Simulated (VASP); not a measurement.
# Mg (P6_3/mmc) in VASP: further runs

Runs on Mg. Level: PBEsol. Tasks: single point.

Program: VASP 6.6.1. These are calculated values, not measurements. Logs are shortened: lines on timing, memory, paths and dates and some standing lists are left out, and cuts for length are marked.

### 1 The cell of the first run

Symmetry: P6_3/mmc, No. 194, hexagonal system. Conventional cell: a = 2.963 Å, b = 2.963 Å, c = 4.788 Å, α = 90.00°, β = 90.00°, γ = 120.00°. Within 3.9 Å of Mg (site symmetry -6m2) lie 12 Mg at 2.94 to 2.96 Å.

### 2 Single point, PBEsol

INCAR reads:

```
SYSTEM = Mg
PREC     = Accurate       ! precision mode
ENCUT    = 600            ! plane-wave cutoff, eV
EDIFF    = 1E-6           ! SCF threshold, eV
ISMEAR   = 0              ! smearing method
SIGMA    = 0.1            ! smearing width, eV
LREAL    = .FALSE.        ! projectors in reciprocal space
LASPH    = .TRUE.         ! aspherical terms in the spheres
NELM     = 120            ! most SCF steps
ALGO     = Normal         ! electronic algorithm
ISIF     = 2              ! what is computed and relaxed
LWAVE    = .FALSE.        ! write WAVECAR
LCHARG   = .FALSE.        ! write CHGCAR
GGA      = PS             ! functional
NBANDS   = 9              ! bands
GGA_COMPAT= .FALSE.
```

KPOINTS reads:

```
Automatic mesh
0
G
  18 18 10
  0 0 0
```

POSCAR reads:

```
Mg
1.0
    2.9634409796      0.0000000000      0.0000000000
   -1.4817204898      2.5664151709      0.0000000000
    0.0000000000      0.0000000000      4.7879913431
Mg
2
Direct
    0.3333333333      0.6666666667      0.2500000000
    0.6666666667      0.3333333333      0.7500000000
```

Potentials or basis: VASP PAW PBE potentials, release 64 (Mg).

Command:

```sh
$ cat potpaw_PBE.64/Mg/POTCAR > POTCAR
$ mpirun -np 1 vasp_std > vasp.out
```

OUTCAR:

```text
SYSTEM = Mg
   PREC = Accurate
   ENCUT = 600
   EDIFF = 1E-6
   ISMEAR = 0
   LREAL = .FALSE.
   LASPH = .TRUE.
   NELM = 120
   ISIF = 2
   GGA = PS

 ion  position               nearest neighbor table
   1  0.333  0.667  0.250-   2 2.94   2 2.94   2 2.94   2 2.94   2 2.94   2 2.94
   2  0.667  0.333  0.750-   1 2.94   1 2.94   1 2.94   1 2.94   1 2.94   1 2.94

  LATTYP: Found a hexagonal cell.
 ALAT       =     2.9634409796
 C/A-ratio  =     1.6156864186

  Lattice vectors:

 A1 = (   2.9634409796,   0.0000000000,   0.0000000000)
 A2 = (  -1.4817204898,   2.5664151709,   0.0000000000)
 A3 = (   0.0000000000,   0.0000000000,   4.7879913431)

Analysis of symmetry for initial positions (statically):
=====================================================================
 Subroutine PRICEL returns:
 Original cell was already a primitive cell.

 Routine SETGRP: Setting up the symmetry group for a
 hexagonal supercell.

 Subroutine GETGRP returns: Found 24 space group operations
 (whereof 12 operations were pure point group operations)
 out of a pool of 24 trial point group operations.

The static configuration has the point symmetry D_3d.
 The point group associated with its full space group is D_6h.

Analysis of symmetry for dynamics (positions and initial velocities):
=====================================================================
 Subroutine PRICEL returns:
 Original cell was already a primitive cell.

 Routine SETGRP: Setting up the symmetry group for a
 hexagonal supercell.

 Subroutine GETGRP returns: Found 24 space group operations
 (whereof 12 operations were pure point group operations)
 out of a pool of 24 trial point group operations.

The dynamic configuration has the point symmetry D_3d.
 The point group associated with its full space group is D_6h.

 Subroutine INISYM returns: Found 24 space group operations
 (whereof 12 operations are pure point group operations),
 and found     1 'primitive' translations

----------------------------------------------------------------------------------------

                                     Primitive cell

  volume of cell :      36.4147

  direct lattice vectors                    reciprocal lattice vectors
     2.963440980  0.000000000  0.000000000     0.337445560  0.194824285  0.000000000
    -1.481720490  2.566415171  0.000000000     0.000000000  0.389648569  0.000000000
     0.000000000  0.000000000  4.787991343     0.000000000  0.000000000  0.208855850

[... 88 lines left out ...]
   NFREE  =      0    steps in history (QN), initial steepest desc. (CG)
   ISIF   =      2    stress and relaxation
   ISYM   =      2    0-nonsym 1-usesym 2-fastsym
   POTIM  = 0.5000    time-step for ionic-motion
   TEBEG  =    0.0;   TEEND  =   0.0 temperature during run
   PSTRESS=    0.0 pullay stress
   NELECT =       4.0000    total number of electrons
   NUPDOWN=      -1.0000    fix difference up-down
   EMIN   =  10.00;   EMAX   =-10.00  energy-range for DOS
   EFERMI =   0.00;   METHOD = LEGACY
   ISMEAR =     0;   SIGMA  =   0.10  broadening in eV -4-tet -1-fermi 0-gaus
   EFERMI_NEDOS =   21; number of points for ismear=-14 and -15
   IALGO  =     38    algorithm
   IMIX   =      4    mixing-type and parameters
     AMIX     =   0.40;   BMIX     =  1.00
     AMIX_MAG =   1.60;   BMIX_MAG =  1.00
  volume/ion in A,a.u.               =      18.21       122.87
  Fermi-wavevector in a.u.,A,eV,Ry     =   0.784036  1.481613  8.363670  0.614712
  Thomas-Fermi vector in A             =   1.888086
   LORBIT       =      0    0 simple, 1 ext, 2 COOP (PROOUT), +10 PAW based schemes
   GGA     = PS    functional components
   LHFCALC =     F    Hartree Fock is set to
   AEXX    =    0.0000 exact exchange contribution
   IVDW    =     0    specifies the selected vdW correction
   LEPSILON=     F    determine dielectric tensor
   LRPA    =     F    only Hartree local field effects (RPA)
 non-spin polarized calculation
 Gauss-broadening in eV      SIGMA  =   0.10
  energy-cutoff  :      600.00
  volume of cell :       36.41
 maximum number of plane-waves:      1238
 NGX is ok and might be reduce to    24
   NGX = 11   NGY = 11   NGZ = 19

 number of electron       4.0000000 magnetization

 Free energy of the ion-electron system (eV)
  ---------------------------------------------------
  ext. energy  EPLUGINS =         0.00000000
  ---------------------------------------------------
  free energy    TOTEN  =        -3.17779690 eV

  energy without entropy =       -3.17473110  energy(sigma->0) =       -3.17626400

 E-fermi :   3.9111     XC(G=0):  -9.2945

 val. band max:        3.9023430480   @ k =   0.4444  -0.0000   0.4000
 cond. band min:       3.9152055815   @ k =   0.1111  -0.0000   0.1000
 fundamental gap:      0.0128625335
 Fermi energy:         3.9111088012

 k-point     1 :       0.0000    0.0000    0.0000
  band No.  band energies     occupation
      1      -4.0728      2.00000
      2       1.8750      2.00000
      3       2.7320      2.00000
      4      16.1815      0.00000
      5      16.1815      0.00000
      6      16.7951      0.00000
      7      16.7951      0.00000
      8      17.1734      0.00000
      9      19.5681      0.00000
[... 265 lines left out ...]
 k-point    24 :       0.3889    0.1111    0.0000
  band No.  band energies     occupation
      1       0.5223      2.00000
      2       2.8546      2.00000
      3       6.0998      0.00000
      4       7.0440      0.00000
      5       8.3941      0.00000
      6       8.4975      0.00000
      7      11.1712      0.00000
      8      14.1334      0.00000
      9      16.0907      0.00000

 [... further k-points ...]

------------------------ aborting loop because EDIFF is reached ----------------------------------------

  FORCE on cell =-STRESS in cart. coord.  units (eV):
  Direction    XX          YY          ZZ          XY          YZ          ZX
  --------------------------------------------------------------------------------------
  -------------------------------------------------------------------------------------
  Total        2.7587532      2.7587532      2.7545432      0.0000000     -0.0000000      0.0000000
  in kB      121.3799302    121.3799302    121.1946975      0.0000000     -0.0000000      0.0000000
  external PRESSURE =     121.3181859 kB  Pullay stress =       0.0000000 kB

 VOLUME and BASIS-vectors are now :
 -----------------------------------------------------------------------------
  energy-cutoff  :      600.00
  volume of cell :       36.41
      direct lattice vectors                 reciprocal lattice vectors
     2.963440980  0.000000000  0.000000000     0.337445560  0.194824285  0.000000000
    -1.481720490  2.566415171  0.000000000     0.000000000  0.389648569  0.000000000
     0.000000000  0.000000000  4.787991343     0.000000000  0.000000000  0.208855850

 POSITION                                       TOTAL-FORCE (eV/Angst)
 -----------------------------------------------------------------------------------
     -0.00000      1.71094      1.19700        -0.000000      0.000000      0.000000
      1.48172      0.85547      3.59099         0.000000     -0.000000      0.000000
 -----------------------------------------------------------------------------------
    total drift:                                0.000000     -0.000000      0.000000

  FREE ENERGIE OF THE ION-ELECTRON SYSTEM (eV)
  ---------------------------------------------------
  free  energy   TOTEN  =        -3.1777968960 eV

  energy  without entropy=       -3.1747310954  energy(sigma->0) =       -3.17626400
```

stdout:

```text
POSCAR found type information on POSCAR Mg
 POSCAR found :  1 types and       2 ions
 scaLAPACK will be used
 -----------------------------------------------------------------------------
|                                                                             |
|                                                                             |
|     You enforced a specific xc type in the INCAR file but a different       |
|     I HOPE YOU KNOW WHAT YOU ARE DOING!                                     |
|                                                                             |
 -----------------------------------------------------------------------------

 LDA part: xc-table for (Slater+PW92), standard interpolation
 POSCAR, INCAR and KPOINTS ok, starting setup
 FFT: planning ... GRIDC
 FFT: planning ... GRID_SOFT
 FFT: planning ... GRID
 WAVECAR not read
 entering main loop
```

It took 22 s on 1 thread of Intel Xeon Platinum 8559C (Emerald Rapids), shared host; peak memory 0.22 GiB.

What came out:

```yaml
Free_energy: -3.1778 eV
Pressure: 12.1 GPa
Band_gap_on_the_k_mesh: zero (bands 2 and 3 overlap by 2.16 eV)
```

Caveat: the cell stands under pressure; the PAW data sets were made with another functional, which shifts forces and pressure a little.

### 3 Single point, PBEsol

This run uses another cell than the first one, of 22.52 Å³/atom.

INCAR reads:

```
SYSTEM = Mg
PREC = Accurate ; ENCUT = 600
EDIFF = 1E-6 ; ISMEAR = 0
SIGMA = 0.1 ; LREAL = .FALSE.
LASPH = .TRUE. ; NELM = 120
ALGO = Normal ; ISIF = 2
LWAVE = .FALSE. ; LCHARG = .FALSE.
GGA = PS ; NBANDS = 9
GGA_COMPAT = .FALSE.
```

KPOINTS reads:

```
regular mesh
0
G
  18 18 10
  0 0 0
```

POSCAR reads:

```
Mg
1.0
    3.1804257009      0.0000000000      0.0000000000
   -1.5902128504      2.7543294518      0.0000000000
    0.0000000000      0.0000000000      5.1404782286
Mg
2
Direct
    0.3333333333      0.6666666667      0.2500000000
    0.6666666667      0.3333333333      0.7500000000
```

Potentials or basis: VASP PAW PBE potentials, release 64 (Mg).

Command:

```sh
$ cat potpaw_PBE.64/Mg/POTCAR > POTCAR
$ mpirun -np 1 vasp_std > vasp.out
```

OUTCAR:

```text
SYSTEM = Mg
   PREC = Accurate
   ENCUT = 600
   EDIFF = 1E-6
   ISMEAR = 0
   LREAL = .FALSE.
   LASPH = .TRUE.
   NELM = 120
   ISIF = 2
   GGA = PS

 ion  position               nearest neighbor table
   1  0.333  0.667  0.250-   2 3.16   2 3.16   2 3.16   2 3.16   2 3.16   2 3.16
   2  0.667  0.333  0.750-   1 3.16   1 3.16   1 3.16   1 3.16   1 3.16   1 3.16

  LATTYP: Found a hexagonal cell.
 ALAT       =     3.1804257009
 C/A-ratio  =     1.6162862183

  Lattice vectors:

 A1 = (   3.1804257009,   0.0000000000,   0.0000000000)
 A2 = (  -1.5902128504,   2.7543294518,   0.0000000000)
 A3 = (   0.0000000000,   0.0000000000,   5.1404782286)

Analysis of symmetry for initial positions (statically):
=====================================================================
 Subroutine PRICEL returns:
 Original cell was already a primitive cell.

 Routine SETGRP: Setting up the symmetry group for a
 hexagonal supercell.

 Subroutine GETGRP returns: Found 24 space group operations
 (whereof 12 operations were pure point group operations)
 out of a pool of 24 trial point group operations.

The static configuration has the point symmetry D_3d.
 The point group associated with its full space group is D_6h.

Analysis of symmetry for dynamics (positions and initial velocities):
=====================================================================
 Subroutine PRICEL returns:
 Original cell was already a primitive cell.

 Routine SETGRP: Setting up the symmetry group for a
 hexagonal supercell.

 Subroutine GETGRP returns: Found 24 space group operations
 (whereof 12 operations were pure point group operations)
 out of a pool of 24 trial point group operations.

The dynamic configuration has the point symmetry D_3d.
 The point group associated with its full space group is D_6h.

 Subroutine INISYM returns: Found 24 space group operations
 (whereof 12 operations are pure point group operations),
 and found     1 'primitive' translations
[... 118 lines left out ...]
  Thomas-Fermi vector in A             =   1.822429
   LORBIT       =      0    0 simple, 1 ext, 2 COOP (PROOUT), +10 PAW based schemes
   GGA     = PS    functional components
   LHFCALC =     F    Hartree Fock is set to
   AEXX    =    0.0000 exact exchange contribution
   IVDW    =     0    specifies the selected vdW correction
   LEPSILON=     F    determine dielectric tensor
   LRPA    =     F    only Hartree local field effects (RPA)
 non-spin polarized calculation
 Gauss-broadening in eV      SIGMA  =   0.10
  energy-cutoff  :      600.00
  volume of cell :       45.03
 maximum number of plane-waves:      1524
 NGX is ok and might be reduce to    28
   NGX = 13   NGY = 13   NGZ = 21

 number of electron       4.0000000 magnetization

 Free energy of the ion-electron system (eV)
  ---------------------------------------------------
  ext. energy  EPLUGINS =         0.00000000
  ---------------------------------------------------
  free energy    TOTEN  =        -3.44962680 eV

  energy without entropy =       -3.44535404  energy(sigma->0) =       -3.44749042

 E-fermi :   2.6832     XC(G=0):  -8.5947

 val. band max:        2.6722326424   @ k =   0.2778   0.2222   0.2000
 cond. band min:       2.6957868124   @ k =   0.3889   0.1111   0.3000
 fundamental gap:      0.0235541700
 Fermi energy:         2.6832310873

 k-point     1 :       0.0000    0.0000    0.0000
  band No.  band energies     occupation
      1      -4.3197      2.00000
      2       0.9992      2.00000
      3       1.4983      2.00000
      4      13.6840      0.00000
      5      13.6840      0.00000
      6      13.8304      0.00000
      7      13.8304      0.00000
      8      14.6473      0.00000
      9      16.2617      0.00000
[... 265 lines left out ...]
 k-point    24 :       0.3889    0.1111    0.0000
  band No.  band energies     occupation
      1      -0.2966      2.00000
      2       1.7712      2.00000
      3       4.7507      0.00000
      4       5.3939      0.00000
      5       6.7057      0.00000
      6       6.8111      0.00000
      7       8.4550      0.00000
      8      11.9075      0.00000
      9      12.9170      0.00000

 [... further k-points ...]

------------------------ aborting loop because EDIFF is reached ----------------------------------------

  FORCE on cell =-STRESS in cart. coord.  units (eV):
  Direction    XX          YY          ZZ          XY          YZ          ZX
  --------------------------------------------------------------------------------------
  -------------------------------------------------------------------------------------
  Total       -0.0211444     -0.0211444     -0.0095572     -0.0000000      0.0000000      0.0000000
  in kB       -0.7523176     -0.7523176     -0.3400466     -0.0000000      0.0000000      0.0000000
  external PRESSURE =      -0.6148939 kB  Pullay stress =       0.0000000 kB

 VOLUME and BASIS-vectors are now :
 -----------------------------------------------------------------------------
  energy-cutoff  :      600.00
  volume of cell :       45.03
      direct lattice vectors                 reciprocal lattice vectors
     3.180425701  0.000000000  0.000000000     0.314423318  0.181532387  0.000000000
    -1.590212850  2.754329452  0.000000000     0.000000000  0.363064774  0.000000000
     0.000000000  0.000000000  5.140478229     0.000000000  0.000000000  0.194534430

 POSITION                                       TOTAL-FORCE (eV/Angst)
 -----------------------------------------------------------------------------------
     -0.00000      1.83622      1.28512        -0.000000      0.000000      0.000000
      1.59021      0.91811      3.85536         0.000000     -0.000000      0.000000
 -----------------------------------------------------------------------------------
    total drift:                                0.000000     -0.000000      0.000000

  FREE ENERGIE OF THE ION-ELECTRON SYSTEM (eV)
  ---------------------------------------------------
  free  energy   TOTEN  =        -3.4496268036 eV

  energy  without entropy=       -3.4453540366  energy(sigma->0) =       -3.44749042
```

OSZICAR:

```text
N       E                     dE             d eps       ncg     rms          rms(c)
DAV:   1    -0.338823363781E+00   -0.33882E+00   -0.14257E+03  3996   0.354E+02
DAV:   2    -0.341796065128E+01   -0.30791E+01   -0.29713E+01  5239   0.294E+01
DAV:   3    -0.346951881417E+01   -0.51558E-01   -0.50946E-01  5330   0.302E+00
DAV:   4    -0.346969703293E+01   -0.17822E-03   -0.17818E-03  4991   0.163E-01
DAV:   5    -0.346969774783E+01   -0.71490E-06   -0.71528E-06  5075   0.111E-02    0.963E-01
DAV:   6    -0.345915207471E+01    0.10546E-01   -0.56782E-04  4543   0.159E-01    0.613E-01
DAV:   7    -0.344962208648E+01    0.95300E-02   -0.23529E-03  4217   0.289E-01    0.313E-02
DAV:   8    -0.344962708441E+01   -0.49979E-05   -0.18657E-05  5616   0.272E-02    0.638E-03
DAV:   9    -0.344962680357E+01    0.28084E-06   -0.90371E-07  4349   0.412E-03
   1 F= -.34496268E+01 E0= -.34474904E+01  d E =-.427277E-02
```

It took 32 s on 1 thread of Intel Xeon Platinum 8559C (Emerald Rapids), shared host; peak memory 0.24 GiB.

What came out:

```yaml
Free_energy: -3.4496 eV
Pressure: -0.1 GPa
Band_gap_on_the_k_mesh: zero (bands 2 and 3 overlap by 2.19 eV)
```

Levels at points of the mesh, in eV from the Fermi level:
```csv
k point,band 1,band 2,band 3,band 4,band 5,band 6,band 7
"(0.00, 0.00, 0.00)",-7.00,-1.68,-1.18,11.00,11.00,11.15,11.15
"(0.50, 0.00, 0.00)",-2.18,-2.15,2.70,3.04,3.37,3.78,6.94
"(0.00, 0.00, 0.50)",-5.59,-5.59,5.17,5.17,11.75,11.75,11.75
"(0.50, 0.00, 0.50)",-1.12,-1.12,-0.44,-0.44,8.11,8.11,8.12
```

Caveat: the PAW data sets were made with another functional, which shifts forces and pressure a little.

### 4 Single point, PBEsol

This run uses another cell than the first one, of 22.52 Å³/atom.

INCAR reads:

```
PREC = Accurate ; ENCUT = 600
EDIFF = 1E-6 ; ISMEAR = 0
SIGMA = 0.1 ; LREAL = F
LASPH = T ; NELM = 120
ALGO = Normal ; ISIF = 2
LWAVE = F ; LCHARG = T
GGA = PS ; LELF = T
LVHAR = T ; NBANDS = 9
GGA_COMPAT = F
```

KPOINTS reads:

```
Automatic mesh
0
Gamma
  18 18 10
```

POSCAR is that of step 3.

Command:

```sh
$ cat potpaw_PBE.64/Mg/POTCAR > POTCAR
$ mpirun -np 1 vasp_std > vasp.out
```

It took 35 s on 1 thread of Intel Xeon Platinum 8559C (Emerald Rapids), shared host; peak memory 0.24 GiB.

It converged, with:

| Item | Value |
| --- | --- |
| Free energy | -3.4496 eV |
| Pressure | -0.1 GPa |
| Band gap on the k mesh | zero (bands 2 and 3 overlap by 2.19 eV) |

Levels at points of the mesh, in eV from the Fermi level:
```csv
k point,band 1,band 2,band 3,band 4,band 5,band 6
"(0.00, 0.00, 0.00)",-7.00,-1.68,-1.18,11.00,11.00,11.15
"(0.50, 0.00, 0.00)",-2.18,-2.15,2.70,3.04,3.37,3.78
"(0.00, 0.00, 0.50)",-5.59,-5.59,5.17,5.17,11.75,11.75
"(0.50, 0.00, 0.50)",-1.12,-1.12,-0.44,-0.44,8.11,8.11
```

Caveat: the PAW data sets were made with another functional, which shifts forces and pressure a little.
